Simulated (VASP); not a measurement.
Wanted: the native input for a VASP 6.6.1 run.

- Task: relaxation of cell and atoms
- Functional: PBE
- Potentials or basis: VASP PAW PBE potentials, release 64 (Mo_sv)
- Cutoff: 600 eV
- k mesh: 18 × 18 × 18
- Occupations: fermi-dirac, width 0.05 eV
- Spin: no spin polarisation
- Dipole correction: no
- Further INCAR settings: ALGO = Normal; EDIFF = 1e-06; IBRION = 2; EDIFFG = -0.005; NSW = 45; ISIF = 3

The structure of Mo lies in POSCAR:

```
Mo
1.0
   -1.5802780018      1.5802780018      1.5802780018
    1.5802780018     -1.5802780018      1.5802780018
    1.5802780018      1.5802780018     -1.5802780018
Mo
1
Direct
    0.0000000000      0.0000000000      0.0000000000
```

One way to write it, as run:

INCAR

```
PREC     = Accurate       # precision mode
ENCUT    = 600            # plane-wave cutoff, eV
EDIFF    = 1E-6           # SCF threshold, eV
ISMEAR   = -1             # smearing method
SIGMA    = 0.05           # smearing width, eV
LREAL    = F              # projectors in reciprocal space
LASPH    = T              # aspherical terms in the spheres
NELM     = 100            # most SCF steps
ALGO     = Normal         # electronic algorithm
ISIF     = 3              # what is computed and relaxed
LWAVE    = F              # write WAVECAR
LCHARG   = F              # write CHGCAR
GGA      = PE             # functional
IBRION   = 2              # ionic algorithm
NSW      = 45             # ionic steps
EDIFFG   = -0.005         # ionic threshold
```

KPOINTS

```
regular mesh
0
Gamma
  18 18 18
```

Potentials or basis: VASP PAW PBE potentials, release 64 (Mo_sv).

Command:

```console
$ cat potpaw_PBE.64/Mo_sv/POTCAR > POTCAR
$ mpirun -np 1 vasp_std > vasp.out
```

Results of the run:

```json
{
 "Relaxed volume": "15.81 Å³/atom",
 "Relaxed cell": "a = 2.738 Å, b = 2.738 Å, c = 2.738 Å, α = 109.47°, β = 109.47°, γ = 109.47°",
 "Space group after relaxing (to 0.05 Å)": "Im-3m (No. 229)",
 "Energy gained by relaxing": "0.0 meV/atom",
 "Ionic steps": "3",
 "Pressure after relaxing": "0.0 GPa",
 "Band gap on the k mesh": "zero (band 7 reaches 16.33 eV, above the bottom of band 8 at 11.07 eV)"
}
```

Run time: 27 s on 1 thread of Intel(R) Xeon(R) Platinum 8488C (Sapphire Rapids), with other jobs on the host, peak memory 0.17 GiB.
